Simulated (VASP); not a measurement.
The system is BAs.

```xyz
2
Lattice="0.0000 2.3919 2.3919 2.3919 0.0000 2.3919 2.3919 2.3919 0.0000" Properties=species:S:1:pos:R:3 pbc="T T T"
B     0.0000    0.0000    0.0000
As    1.1959    1.1959    1.1959
```

Program: VASP 6.6.1. Alike in all runs: task single point; potentials or basis VASP PAW PBE potentials, release 64 (B, As); no spin polarisation; cell as given; cutoff (eV) 520; smearing gaussian 0.01 eV.

Question: Order these runs on this cell by their band gap on the k mesh, lowest first.
A. level PBEsol; k mesh 6 × 6 × 6
B. level PBE-based global hybrid with 50 % exact exchange; k mesh 4 × 4 × 4; grid for exact exchange (PRECFOCK) Normal; share of exact exchange 0.5
C. level PBE-based global hybrid with 20 % exact exchange; k mesh 4 × 4 × 4; grid for exact exchange (PRECFOCK) Normal; share of exact exchange 0.2
D. level HSE06; k mesh 4 × 4 × 4; grid for exact exchange (PRECFOCK) Normal; share of exact exchange 0.25; screening parameter 0.2079 1/Å

Answer: A (1.18 eV), D (2.12 eV), C (2.59 eV), B (4.42 eV).

Caveats: some runs use coarse meshes.

A k mesh can miss the band edges.
